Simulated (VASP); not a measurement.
Input of a VASP 6.6.1 run:

INCAR

```
SYSTEM = EuMo
PREC     = Accurate       ! precision mode
ENCUT    = 520            ! plane-wave cutoff, eV
EDIFF    = 1E-6           ! SCF threshold, eV
ISMEAR   = 0              ! smearing method
SIGMA    = 0.1            ! smearing width, eV
LREAL    = .False.        ! projectors in reciprocal space
LASPH    = .True.         ! aspherical terms in the spheres
NELM     = 150            ! most SCF steps
ALGO     = Normal         ! electronic algorithm
ISIF     = 2              ! what is computed and relaxed
LWAVE    = .False.        ! write WAVECAR
LCHARG   = .False.        ! write CHGCAR
ISPIN    = 2              ! spin polarisation
MAGMOM   = 7.06 -1.03     ! initial moments
LORBIT   = 11             ! projections on sites
LMAXMIX  = 6              ! l up to which the mixer works
GGA      = PE             ! functional
NBANDS   = 26             ! bands
```

The input KPOINTS:

```
Automatic mesh
0
Gamma
  16 16 16
  0 0 0
```

Contents of POSCAR:

```
EuMo
1.0
    3.5314496568      0.0000000000      0.0000000000
    0.0000000000      3.5314496568      0.0000000000
    0.0000000000      0.0000000000      3.5314496568
Eu Mo
1 1
Direct
    0.5000000000      0.5000000000      0.5000000000
    0.0000000000      0.0000000000      0.0000000000
```

Potentials or basis: VASP PAW PBE potentials, release 64 (Eu, Mo_sv).

The run is started by

```bash
$ cat potpaw_PBE.64/Eu/POTCAR potpaw_PBE.64/Mo_sv/POTCAR > POTCAR
$ mpirun -np 1 vasp_std > vasp.out
```

Q: What does it give for the pressure?

A: 0.1 GPa.

Q: Estimate the site moments.

A: Eu +6.28; Mo -1.10 μB.

Q: Estimate the net moment.

A: 5.35 μB per cell.

 The state reached can hang on the start; a lower one may exist.
